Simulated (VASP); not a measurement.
# Cu12H in VASP: single point with PBE

Aim: the single point of Cu12H with PBE.

Everything below comes from runs of VASP 6.6.1. Logs are shortened: lines on timing, memory, paths and dates and some standing lists are left out, and cuts for length are marked.

## 1. The cell of the first run

The cell holds a slab with vacuum, 13 atoms: a = 5.132 Å, b = 5.132 Å, c = 19.028 Å, α = 90.00°, β = 90.00°, γ = 90.00°.

## 2. Single point, PBE

File INCAR:

```
SYSTEM = Cu12H
PREC = Accurate
ENCUT = 520
EDIFF = 1E-7
ISMEAR = 0
SIGMA = 0.1
LREAL = .FALSE.
LASPH = .TRUE.
NELM = 100
ALGO = Normal
ISIF = 2
LWAVE = .FALSE.
LCHARG = .FALSE.
LDIPOL = .TRUE.
IDIPOL = 3
DIPOL = 0.5 0.5 0.315
GGA = PE
NBANDS = 78
```

File KPOINTS:

```
Automatic mesh
0
G
  5 5 1
  0 0 0
```

File POSCAR:

```
Cu12H
1.0
    5.1319544695      0.0000000000      0.0000000000
    0.0000000000      5.1319544695      0.0000000000
    0.0000000000      0.0000000000     19.0279316189
Cu H
12 1
Direct
    0.2500000000      0.2500000000      0.2102172785
    0.2500000000      0.7500000000      0.2102172785
    0.7500000000      0.2500000000      0.2102172785
    0.7500000000      0.7500000000      0.2102172785
    0.0000000000      0.0000000000      0.3029241302
    0.0000000000      0.5000000000      0.3029241302
    0.5000000000      0.0000000000      0.3029241302
    0.5000000000      0.5000000000      0.3029241302
    0.2500000000      0.2500000000      0.3956253244
    0.2500000000      0.7500000000      0.3956253244
    0.7500000000      0.2500000000      0.3956253244
    0.7500000000      0.7500000000      0.3956253244
    0.2500000000      0.4166666667      0.4626374634
```

Potentials or basis: VASP PAW PBE potentials, release 64 (Cu, H).

On the command line:

```
cat potpaw_PBE.64/Cu/POTCAR potpaw_PBE.64/H/POTCAR > POTCAR
mpirun -np 1 vasp_std > vasp.out
```

OUTCAR:

```text
SYSTEM = Cu12H
   PREC = Accurate
   ENCUT = 520
   EDIFF = 1E-7
   ISMEAR = 0
   LREAL = .FALSE.
   LASPH = .TRUE.
   NELM = 100
   ISIF = 2
   GGA = PE

 ion  position               nearest neighbor table
   1  0.250  0.250  0.210-   5 2.53   6 2.53   7 2.53   8 2.53   2 2.57   3 2.57   2 2.57   3 2.57

   2  0.250  0.750  0.210-   5 2.53   6 2.53   7 2.53   8 2.53   1 2.57   4 2.57   1 2.57   4 2.57

   3  0.750  0.250  0.210-   5 2.53   6 2.53   7 2.53   8 2.53   1 2.57   4 2.57   4 2.57   1 2.57
[... 15 lines left out ...]
  11  0.750  0.250  0.396-   5 2.53   6 2.53   7 2.53   8 2.53   9 2.57  12 2.57  12 2.57   9 2.57

  12  0.750  0.750  0.396-   5 2.53   6 2.53   7 2.53   8 2.53  10 2.57  11 2.57  11 2.57  10 2.57

  13  0.250  0.417  0.463-   9 1.54

  LATTYP: Found a simple tetragonal cell.
 ALAT       =     5.1319544695
 C/A-ratio  =     3.7077358601

  Lattice vectors:

 A1 = (   5.1319544695,   0.0000000000,   0.0000000000)
 A2 = (   0.0000000000,   5.1319544695,   0.0000000000)
 A3 = (   0.0000000000,   0.0000000000,  19.0279316189)

Analysis of symmetry for initial positions (statically):
=====================================================================
 Subroutine PRICEL returns:
 Original cell was already a primitive cell.

 Routine SETGRP: Setting up the symmetry group for a
 simple tetragonal supercell.

 Subroutine GETGRP returns: Found  2 space group operations
 (whereof  1 operations were pure point group operations)
 out of a pool of 16 trial point group operations.

The static configuration has the point symmetry C_1 .
 The point group associated with its full space group is C_1h.

Analysis of symmetry for dynamics (positions and initial velocities):
=====================================================================
 Subroutine PRICEL returns:
 Original cell was already a primitive cell.

 Routine SETGRP: Setting up the symmetry group for a
 simple tetragonal supercell.

 Subroutine GETGRP returns: Found  2 space group operations
 (whereof  1 operations were pure point group operations)
 out of a pool of 16 trial point group operations.

The dynamic configuration has the point symmetry C_1 .
 The point group associated with its full space group is C_1h.

 Subroutine INISYM returns: Found  2 space group operations
 (whereof  1 operations are pure point group operations),
 and found     1 'primitive' translations

----------------------------------------------------------------------------------------

                                     Primitive cell

  volume of cell :     501.1378

  direct lattice vectors                    reciprocal lattice vectors
     5.131954470  0.000000000  0.000000000     0.194857535  0.000000000  0.000000000
     0.000000000  5.131954470  0.000000000     0.000000000  0.194857535  0.000000000
     0.000000000  0.000000000 19.027931619     0.000000000  0.000000000  0.052554320

  length of vectors
     5.131954470  5.131954470 19.027931619     0.194857535  0.194857535  0.052554320

  position of ions in fractional coordinates (direct lattice)
     0.250000000  0.250000000  0.210217278
     0.250000000  0.750000000  0.210217278
     0.750000000  0.250000000  0.210217278
     0.750000000  0.750000000  0.210217278
     0.000000000  0.000000000  0.302924130
     0.000000000  0.500000000  0.302924130
     0.500000000  0.000000000  0.302924130
     0.500000000  0.500000000  0.302924130
     0.250000000  0.250000000  0.395625324
     0.250000000  0.750000000  0.395625324
     0.750000000  0.250000000  0.395625324
     0.750000000  0.750000000  0.395625324
     0.250000000  0.416666667  0.462637463

  ion indices of the primitive-cell ions
   primitive index   ion index
                 1           1
                 2           2
                 3           3
                 4           4
                 5           5
                 6           6
                 7           7
                 8           8
                 9           9
                10          10
                11          11
                12          12
                13          13

----------------------------------------------------------------------------------------

 KPOINTS: Automatic mesh

Automatic generation of k-mesh.
 Grid dimensions read from file:
 generate k-points for:    5    5    1

 Generating k-lattice:

  Cartesian coordinates                     Fractional coordinates (reciprocal lattice)
     0.038971507  0.000000000  0.000000000     0.200000000  0.000000000  0.000000000
     0.000000000  0.038971507  0.000000000     0.000000000  0.200000000  0.000000000
     0.000000000  0.000000000  0.052554320     0.000000000  0.000000000  1.000000000

  Length of vectors
     0.038971507  0.038971507  0.052554320

  Shift w.r.t. Gamma in fractional coordinates (k-lattice)
     0.000000000  0.000000000  0.000000000

 Subroutine IBZKPT returns following result:
 ===========================================

 Found      9 irreducible k-points:

 Following reciprocal coordinates:
            Coordinates               Weight
  0.000000  0.000000  0.000000      1.000000
  0.200000  0.000000  0.000000      2.000000
  0.000000  0.200000  0.000000      2.000000
  0.400000  0.000000  0.000000      2.000000
  0.000000  0.400000  0.000000      2.000000
  0.200000  0.200000  0.000000      4.000000
  0.400000  0.200000  0.000000      4.000000
 -0.200000  0.400000  0.000000      4.000000
  0.400000  0.400000  0.000000      4.000000
   k-points           NKPTS =      9   k-points in BZ     NKDIM =      9   number of bands    NBANDS=     78
   number of dos      NEDOS =    301   number of ions     NIONS =     13
   total plane-waves  NPLWV = 230400
   dimension x,y,z NGX =    40 NGY =   40 NGZ =  144
   dimension x,y,z NGXF=    80 NGYF=   80 NGZF=  288
   ions per type =              12   1
   NGX,Y,Z   is equivalent  to a cutoff of  12.96, 12.96, 12.58 a.u.
   NGXF,Y,Z  is equivalent  to a cutoff of  25.92, 25.92, 25.16 a.u.
 SYSTEM =  Cu12H
   PREC   = accura    normal or accurate (medium, high low for compatibility)
   ISTART =      0    job   : 0-new  1-cont  2-samecut
   ICHARG =      2    charge: 1-file 2-atom 10-const
   ISPIN  =      1    spin polarized calculation?
   LNONCOLLINEAR =      F non collinear calculations
   LSORBIT =      F    spin-orbit coupling
   LASPH  =      T    aspherical Exc in radial PAW
   ENCUT  =  520.0 eV  38.22 Ry    6.18 a.u.   9.54  9.54 35.38*2*pi/ulx,y,z
   NELM   =    100;   NELMIN=  2; NELMDL= -5     # of ELM steps
   EDIFF  = 0.1E-06   stopping-criterion for ELM
   LREAL  =      F    real-space projection
   EDIFFG = 0.1E-05   stopping-criterion for IOM
   NSW    =      0    number of steps for IOM
   IBRION =     -1    ionic relax: 0-MD 1-quasi-New 2-CG
   NFREE  =      0    steps in history (QN), initial steepest desc. (CG)
   ISIF   =      2    stress and relaxation
   ISYM   =      2    0-nonsym 1-usesym 2-fastsym
   POTIM  = 0.5000    time-step for ionic-motion
   TEBEG  =    0.0;   TEEND  =   0.0 temperature during run
   PSTRESS=    0.0 pullay stress
   NELECT =     133.0000    total number of electrons
   NUPDOWN=      -1.0000    fix difference up-down
   EMIN   =  10.00;   EMAX   =-10.00  energy-range for DOS
   EFERMI =   0.00;   METHOD = LEGACY
   ISMEAR =     0;   SIGMA  =   0.10  broadening in eV -4-tet -1-fermi 0-gaus
   EFERMI_NEDOS =   21; number of points for ismear=-14 and -15
   IALGO  =     38    algorithm
   IMIX   =      4    mixing-type and parameters
     AMIX     =   0.40;   BMIX     =  1.00
     AMIX_MAG =   1.60;   BMIX_MAG =  1.00
  volume/ion in A,a.u.               =      38.55       260.14
  Fermi-wavevector in a.u.,A,eV,Ry     =   1.052058  1.988101 15.059280  1.106826
  Thomas-Fermi vector in A             =   2.187126
   LORBIT       =      0    0 simple, 1 ext, 2 COOP (PROOUT), +10 PAW based schemes
   GGA     = PE    functional components
   LHFCALC =     F    Hartree Fock is set to
   AEXX    =    0.0000 exact exchange contribution
   IVDW    =     0    specifies the selected vdW correction
   LEPSILON=     F    determine dielectric tensor
   LRPA    =     F    only Hartree local field effects (RPA)
 non-spin polarized calculation
 Gauss-broadening in eV      SIGMA  =   0.10
  energy-cutoff  :      520.00
  volume of cell :      501.14
 maximum number of plane-waves:     13595
 NGX is ok and might be reduce to    40
   NGX = 19   NGY = 19   NGZ = 71

 dipolmoment           0.000000      0.000000     -0.000001 electrons x Angstroem

 number of electron     132.9999786 magnetization

 dipolmoment           0.000000      0.000000      0.057237 electrons x Angstroem

 Free energy of the ion-electron system (eV)
  ---------------------------------------------------
  ext. energy  EPLUGINS =         0.00000000
  ---------------------------------------------------
  free energy    TOTEN  =       -43.16471221 eV

  energy without entropy =      -43.13933915  energy(sigma->0) =      -43.15202568

 E-fermi :  -1.2032     XC(G=0):  -4.6555

 val. band max:       -1.2047412921   @ k =   0.0000   0.0000   0.0000
 cond. band min:      -1.1898878856   @ k =   0.2000   0.0000   0.0000
 fundamental gap:      0.0148534065
 Fermi energy:        -1.2032086556

 k-point     1 :       0.0000    0.0000    0.0000
  band No.  band energies     occupation
      1      -9.6078      2.00000
      2      -7.2554      2.00000
      3      -6.1031      2.00000
      4      -6.0487      2.00000
      5      -5.9621      2.00000
      6      -5.7956      2.00000
[... 718 lines left out ...]
     77       4.6427      0.00000
     78       4.6594      0.00000

------------------------ aborting loop because EDIFF is reached ----------------------------------------

 vacuum level on the upper side and lower side of the slab       (xc-potential included)         0.085        -0.285

  FORCE on cell =-STRESS in cart. coord.  units (eV):
  Direction    XX          YY          ZZ          XY          YZ          ZX
  --------------------------------------------------------------------------------------
  -------------------------------------------------------------------------------------
  Total       -4.2166534     -4.4540389      1.2980656      0.0000000      0.7740334      0.0000000
  in kB      -13.4809755    -14.2399155      4.1500186      0.0000000      2.4746461      0.0000000
  external PRESSURE =      -7.8569575 kB  Pullay stress =       0.0000000 kB

 VOLUME and BASIS-vectors are now :
 -----------------------------------------------------------------------------
  energy-cutoff  :      520.00
  volume of cell :      501.14
      direct lattice vectors                 reciprocal lattice vectors
     5.131954470  0.000000000  0.000000000     0.194857535  0.000000000  0.000000000
     0.000000000  5.131954470  0.000000000     0.000000000  0.194857535  0.000000000
     0.000000000  0.000000000 19.027931619     0.000000000  0.000000000  0.052554320

 POSITION                                       TOTAL-FORCE (eV/Angst)
 -----------------------------------------------------------------------------------
      1.28299      1.28299      4.00000         0.000000      0.042562     -0.004733
      1.28299      3.84897      4.00000         0.000000     -0.045472     -0.038714
      3.84897      1.28299      4.00000         0.000000      0.031946     -0.050817
      3.84897      3.84897      4.00000         0.000000     -0.034974     -0.084006
      0.00000      0.00000      5.76402         0.132782      0.003872      0.000600
      0.00000      2.56598      5.76402        -0.106871     -0.000747     -0.213946
      2.56598      0.00000      5.76402        -0.132782      0.003872      0.000600
      2.56598      2.56598      5.76402         0.106871     -0.000747     -0.213946
      1.28299      1.28299      7.52793         0.000000     -0.182591      0.086809
      1.28299      3.84897      7.52793         0.000000     -0.461338      0.485691
      3.84897      1.28299      7.52793         0.000000     -0.036329      0.086345
      3.84897      3.84897      7.52793         0.000000      0.080914     -0.062626
      1.28299      2.13831      8.80303         0.000000      0.599030      0.008745
 -----------------------------------------------------------------------------------
    total drift:                               -0.000000     -0.000080      0.001741

  FREE ENERGIE OF THE ION-ELECTRON SYSTEM (eV)
  ---------------------------------------------------
  free  energy   TOTEN  =       -43.1647122074 eV

  energy  without entropy=      -43.1393391454  energy(sigma->0) =      -43.15202568

 vacuum level on the upper side and lower side of the slab         3.691         3.308
```

Wall time 26 min (1 thread of Intel Xeon 8259CL, shared host); peak memory 0.66 GiB.

What came out:

* Free energy: -43.1647 eV
* Largest force: 0.670 eV/Å
* Band gap on the k mesh: zero (an odd number of electrons rules out a gap without spin polarisation)

Forces on the atoms (eV/Å):
```
Cu   0.000  0.043 -0.005
Cu   0.000 -0.045 -0.039
Cu   0.000  0.032 -0.051
Cu   0.000 -0.035 -0.084
Cu   0.133  0.004  0.001
Cu  -0.107 -0.001 -0.214
Cu  -0.133  0.004  0.001
Cu   0.107 -0.001 -0.214
Cu   0.000 -0.183  0.087
Cu   0.000 -0.461  0.486
Cu   0.000 -0.036  0.086
Cu   0.000  0.081 -0.063
H    0.000  0.599  0.009
```

Levels at points of the mesh, in eV from the Fermi level:
```tsv
k point	band 63	band 64	band 65	band 66	band 67	band 68	band 69	band 70	band 71	band 72
(0.00, 0.00, 0.00)	-1.10	-0.30	-0.20	-0.19	-0.06	-0.03	0.00	0.72	2.10	2.86
```
